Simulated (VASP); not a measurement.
# TiTe2 in VASP: single point with PBE

Aim: the single point of TiTe2 with PBE.

All numbers are computed with VASP 6.6.1; they aren't measurements. Logs are shortened: lines on timing, memory, paths and dates and some standing lists are left out, and cuts for length are marked.

## 1. The cell of the first run

The cell holds a slab with vacuum, 6 atoms: a = 3.777 Å, b = 3.777 Å, c = 24.913 Å, α = 90.00°, β = 90.00°, γ = 120.00°.

## 2. Single point, PBE

File INCAR:

```
SYSTEM = TiTe2
ALGO = Normal ; DIPOL = 0.5 0.5 0.500
EDIFF = 1E-6 ; ENCUT = 520
GGA = PE ; IDIPOL = 3
ISIF = 2 ; ISMEAR = -1
LASPH = .TRUE. ; LCHARG = .FALSE.
LDIPOL = .TRUE. ; LREAL = .FALSE.
LWAVE = .FALSE. ; NBANDS = 33
NELM = 80 ; PREC = Accurate
SIGMA = 0.05
```

File KPOINTS:

```
k-points
0
G
  8 8 1
  0 0 0
```

File POSCAR:

```
TiTe2
1.0
    3.7770008876      0.0000000000      0.0000000000
   -1.8885004438      3.2709787188      0.0000000000
    0.0000000000      0.0000000000     24.9133488000
Te Ti
4 2
Direct
    0.3333333333      0.6666666666      0.3010434310
    0.6666666667      0.3333333334      0.4381325404
    0.3333333333      0.6666666666      0.5618674596
    0.6666666667      0.3333333334      0.6989565690
    0.0000000000      0.0000000000      0.3695879857
    0.0000000000      0.0000000000      0.6304120143
```

Potentials or basis: VASP PAW PBE potentials, release 64 (Te, Ti_sv).

Launch:

```sh
cat potpaw_PBE.64/Te/POTCAR potpaw_PBE.64/Ti_sv/POTCAR > POTCAR
mpirun -np 1 vasp_std > vasp.out
```

OUTCAR:

```text
SYSTEM = TiTe2
   EDIFF = 1E-6
   ENCUT = 520
   GGA = PE
   ISIF = 2
   ISMEAR = -1
   LASPH = .TRUE.
   LREAL = .FALSE.
   NELM = 80
   PREC = Accurate

 ion  position               nearest neighbor table
   1  0.333  0.667  0.301-   5 2.77   5 2.77   5 2.77
   2  0.667  0.333  0.438-   5 2.77   5 2.77   5 2.77
   3  0.333  0.667  0.562-   6 2.77   6 2.77   6 2.77
   4  0.667  0.333  0.699-   6 2.77   6 2.77   6 2.77
   5  0.000  0.000  0.370-   2 2.77   1 2.77   2 2.77   2 2.77   1 2.77   1 2.77
   6  0.000  0.000  0.630-   3 2.77   4 2.77   3 2.77   3 2.77   4 2.77   4 2.77

  LATTYP: Found a hexagonal cell.
 ALAT       =     3.7770008876
 C/A-ratio  =     6.5960664404

  Lattice vectors:

 A1 = (   3.7770008876,   0.0000000000,   0.0000000000)
 A2 = (  -1.8885004438,   3.2709787188,   0.0000000000)
 A3 = (   0.0000000000,   0.0000000000,  24.9133488000)

Analysis of symmetry for initial positions (statically):
=====================================================================
 Subroutine PRICEL returns:
 Original cell was already a primitive cell.

 Routine SETGRP: Setting up the symmetry group for a
 hexagonal supercell.

 Subroutine GETGRP returns: Found 12 space group operations
 (whereof 12 operations were pure point group operations)
 out of a pool of 24 trial point group operations.

The static configuration has the point symmetry D_3d.

Analysis of symmetry for dynamics (positions and initial velocities):
=====================================================================
 Subroutine PRICEL returns:
 Original cell was already a primitive cell.

 Routine SETGRP: Setting up the symmetry group for a
 hexagonal supercell.

 Subroutine GETGRP returns: Found 12 space group operations
 (whereof 12 operations were pure point group operations)
 out of a pool of 24 trial point group operations.

The dynamic configuration has the point symmetry D_3d.

 Subroutine INISYM returns: Found 12 space group operations
 (whereof 12 operations are pure point group operations),
 and found     1 'primitive' translations

----------------------------------------------------------------------------------------

                                     Primitive cell

  volume of cell :     307.7917

  direct lattice vectors                    reciprocal lattice vectors
     3.777000888  0.000000000  0.000000000     0.264760330  0.152859448  0.000000000
    -1.888500444  3.270978719  0.000000000     0.000000000  0.305718895  0.000000000
     0.000000000  0.000000000 24.913348800     0.000000000  0.000000000  0.040139124
[... 86 lines left out ...]
   TEBEG  =    0.0;   TEEND  =   0.0 temperature during run
   PSTRESS=    0.0 pullay stress
   NELECT =      48.0000    total number of electrons
   NUPDOWN=      -1.0000    fix difference up-down
   EMIN   =  10.00;   EMAX   =-10.00  energy-range for DOS
   EFERMI =   0.00;   METHOD = LEGACY
   ISMEAR =    -1;   SIGMA  =   0.05  broadening in eV -4-tet -1-fermi 0-gaus
   EFERMI_NEDOS =   21; number of points for ismear=-14 and -15
   IALGO  =     38    algorithm
   IMIX   =      4    mixing-type and parameters
     AMIX     =   0.40;   BMIX     =  1.00
     AMIX_MAG =   1.60;   BMIX_MAG =  1.00
  volume/ion in A,a.u.               =      51.30       346.18
  Fermi-wavevector in a.u.,A,eV,Ry     =   0.881190  1.665208 10.564869  0.776496
  Thomas-Fermi vector in A             =   2.001653
   LORBIT       =      0    0 simple, 1 ext, 2 COOP (PROOUT), +10 PAW based schemes
   GGA     = PE    functional components
   LHFCALC =     F    Hartree Fock is set to
   AEXX    =    0.0000 exact exchange contribution
   IVDW    =     0    specifies the selected vdW correction
   LEPSILON=     F    determine dielectric tensor
   LRPA    =     F    only Hartree local field effects (RPA)
 non-spin polarized calculation
  energy-cutoff  :      520.00
  volume of cell :      307.79
 maximum number of plane-waves:      8327
 NGX is ok and might be reduce to    28
   NGX = 13   NGY = 13   NGZ = 93

 number of electron      47.9999990 magnetization

 dipolmoment           0.000000      0.000000      0.000000 electrons x Angstroem

 Free energy of the ion-electron system (eV)
  ---------------------------------------------------
  ext. energy  EPLUGINS =         0.00000000
  ---------------------------------------------------
  free energy    TOTEN  =       -32.37974286 eV

  energy without entropy =      -32.35355145  energy(sigma->0) =      -32.36664716

 E-fermi :   1.1366     XC(G=0):  -5.6159

 val. band max:        1.0928596453   @ k =   0.3750   0.0000   0.0000
 cond. band min:       1.1540952380   @ k =   0.1250   0.0000   0.0000
 fundamental gap:      0.0612355928
 Fermi energy:         1.1366399076

 k-point     1 :       0.0000    0.0000    0.0000
  band No.  band energies     occupation
      1     -56.3279      2.00000
      2     -56.3279      2.00000
      3     -32.5790      2.00000
      4     -32.5790      2.00000
      5     -32.5790      2.00000
      6     -32.5790      2.00000
[... 349 lines left out ...]
     32       3.5625      0.00000
     33       3.6880      0.00000

------------------------ aborting loop because EDIFF is reached ----------------------------------------

 vacuum level on the upper side and lower side of the slab       (xc-potential included)        -0.158        -0.158

  FORCE on cell =-STRESS in cart. coord.  units (eV):
  Direction    XX          YY          ZZ          XY          YZ          ZX
  --------------------------------------------------------------------------------------
  -------------------------------------------------------------------------------------
  Total        0.3911132      0.3911132      1.7203084      0.0000000      0.0000000     -0.0000000
  in kB        2.0358985      2.0358985      8.9548843      0.0000000      0.0000000     -0.0000000
  external PRESSURE =       4.3422271 kB  Pullay stress =       0.0000000 kB

 VOLUME and BASIS-vectors are now :
 -----------------------------------------------------------------------------
  energy-cutoff  :      520.00
  volume of cell :      307.79
      direct lattice vectors                 reciprocal lattice vectors
     3.777000888  0.000000000  0.000000000     0.264760330  0.152859448  0.000000000
    -1.888500444  3.270978719  0.000000000     0.000000000  0.305718895  0.000000000
     0.000000000  0.000000000 24.913348800     0.000000000  0.000000000  0.040139124

 POSITION                                       TOTAL-FORCE (eV/Angst)
 -----------------------------------------------------------------------------------
     -0.00000      2.18065      7.50000        -0.000000      0.000000     -0.256331
      1.88850      1.09033     10.91535        -0.000000      0.000000      0.014980
     -0.00000      2.18065     13.99800         0.000000      0.000000     -0.014980
      1.88850      1.09033     17.41335        -0.000000      0.000000      0.256331
      0.00000      0.00000      9.20767        -0.000000     -0.000000      0.115485
      0.00000      0.00000     15.70567         0.000000      0.000000     -0.115485
 -----------------------------------------------------------------------------------
    total drift:                               -0.000000     -0.000000      0.000000

  FREE ENERGIE OF THE ION-ELECTRON SYSTEM (eV)
  ---------------------------------------------------
  free  energy   TOTEN  =       -32.3797428621 eV

  energy  without entropy=      -32.3535514499  energy(sigma->0) =      -32.36664716

 vacuum level on the upper side and lower side of the slab         5.987         5.987
```

It took 5.8 min on 1 thread of AMD EPYC 7R13, shared host; peak memory 0.4 GiB.

Results:

| Property | Result |
| --- | --- |
| Free energy | -32.3797 eV |
| Largest force | 0.256 eV/Å |
| Band gap on the k mesh | zero (bands 24 and 25 overlap by 0.55 eV) |

Forces on the atoms (eV/Å):
```
Te   0.000  0.000 -0.256
Te   0.000  0.000  0.015
Te   0.000  0.000 -0.015
Te   0.000  0.000  0.256
Ti   0.000  0.000  0.115
Ti   0.000  0.000 -0.115
```

Caveat: spin-orbit coupling is left out, which moves the levels of the heavy elements.
